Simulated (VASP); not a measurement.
HgTe: relaxation of cell and atoms with r2SCAN+rVV10

HgTe:

```
Hg Te
1.0
     0.00000    3.21450    3.21450
     3.21450    0.00000    3.21450
     3.21450    3.21450    0.00000
Hg Te
1 1
Direct
  0.00000 0.00000 0.00000
  0.75000 0.75000 0.75000
```

```json
{
  "Program": "VASP 6.6.1",
  "Task": "relaxation of cell and atoms",
  "Functional": "r2SCAN",
  "Dispersion": "rVV10",
  "Potentials or basis": "VASP PAW PBE potentials, release 64 (Hg, Te)",
  "Cutoff": "550 eV",
  "k mesh": "3 × 3 × 3",
  "Occupations": "methfessel-paxton, width 0.2 eV",
  "Spin": "no spin polarisation",
  "Dipole correction": "no",
  "Further INCAR settings": "ALGO = Normal; EDIFF = 1e-07; IBRION = 2; EDIFFG = -0.01; NSW = 80; ISIF = 3"
}
```

| Property | Result |
| --- | --- |
| Relaxed volume | 36.06 Å³/atom |
| Relaxed cell | a = 4.672 Å, b = 4.672 Å, c = 4.672 Å, α = 60.00°, β = 60.00°, γ = 60.00° |
| Space group after relaxing (to 0.1 Å) | F-43m (No. 216) |
| Energy gained by relaxing | 32.5 meV/atom |
| Ionic steps | 3 |
| Pressure after relaxing | 0.0 GPa |
| Band gap on the k mesh | zero (filled and empty bands touch) |

Step by step:
```
step  energy change (eV)  largest force (eV/Å)  pressure (GPa)  volume (Å³)
   1              0.0000                0.0000            3.97        66.43
   2             -0.0551                0.0000           -1.23        74.66
   3             -0.0651                0.0000            0.02        72.12
```

Final structure:
```xyz
2
Lattice="0.0000 3.3038 3.3038 3.3038 0.0000 3.3038 3.3038 3.3038 0.0000" Properties=species:S:1:pos:R:3 pbc="T T T"
Hg    0.0000    0.0000    0.0000
Te    4.9557    4.9557    4.9557
```

Levels at points of the mesh, in eV from the Fermi level:
```
           k point  band 6  band 7  band 8  band 9  band 10  band 11  band 12  band 13
(0.00, 0.00, 0.00)   -6.88   -0.68   -0.04   -0.04    -0.04     4.58     4.58     4.58
```

Run time: 3.4 min on 1 thread of AMD EPYC 9R45 96-Core Processor (Zen 5), with other jobs on the host, peak memory 0.38 GiB.

Caveat: the k points lie up to 0.55 Å⁻¹ apart in the final cell; semilocal functionals underestimate gaps, so a narrow gap can read as zero; the PAW data sets were made with another functional, which shifts forces and pressure a little; spin-orbit coupling is left out, which moves the levels of the heavy elements. Zero-point motion and thermal expansion aren't in these numbers.
